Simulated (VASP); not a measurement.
A run of VASP 6.6.1 is set up as follows.

The input INCAR:

```
PREC     = Accurate       # precision mode
ENCUT    = 600            # plane-wave cutoff, eV
EDIFF    = 1E-7           # SCF threshold, eV
ISMEAR   = -1             # smearing method
SIGMA    = 0.02           # smearing width, eV
LREAL    = F              # projectors in reciprocal space
LASPH    = T              # aspherical terms in the spheres
NELM     = 100            # most SCF steps
ALGO     = Normal         # electronic algorithm
ISIF     = 3              # what is computed and relaxed
LWAVE    = F              # write WAVECAR
LCHARG   = F              # write CHGCAR
GGA      = PE             # functional
IBRION   = 2              # ionic algorithm
NSW      = 80             # ionic steps
EDIFFG   = -0.005         # ionic threshold
```

Contents of KPOINTS:

```
regular mesh
0
Gamma
  8 8 8
```

File POSCAR:

```
KF
1.0
    0.0000000000      2.6738245667      2.6738245667
    2.6738245667      0.0000000000      2.6738245667
    2.6738245667      2.6738245667      0.0000000000
K F
1 1
Direct
    0.0000000000      0.0000000000      0.0000000000
    0.2500000000      0.2500000000      0.2500000000
```

Potentials or basis: VASP PAW PBE potentials, release 64 (K_sv, F).

Command:

```console
$ cat potpaw_PBE.64/K_sv/POTCAR potpaw_PBE.64/F/POTCAR > POTCAR
$ mpirun -np 1 vasp_std > vasp.out
```

Question: Estimate the space group after relaxing (to 0.1 Å).

Answer: F-43m (No. 216).

Question: Estimate the relaxed volume.

Answer: 26.14 Å³/atom.

The path:
| step | energy change (eV) | largest force (eV/Å) | pressure (GPa) | volume (Å³) |
| --- | --- | --- | --- | --- |
| 1 | 0.0000 | 0.0000 | 14.12 | 38.23 |
| 2 | -0.4456 | 0.0000 | 2.20 | 48.33 |
| 3 | -0.4689 | 0.0000 | 0.61 | 51.05 |
| 4 | -0.4712 | 0.0000 | 0.04 | 52.20 |
| 5 | -0.4711 | 0.0000 | -0.11 | 52.51 |
| 6 | -0.4712 | 0.0000 | -0.04 | 52.36 |
| 7 | -0.4712 | 0.0000 | 0.00 | 52.28 |

Caveat: the volume moved by over 15 % at a fixed basis, so the end points are rough; the structure was generated, so it needn't be the stable form of KF.
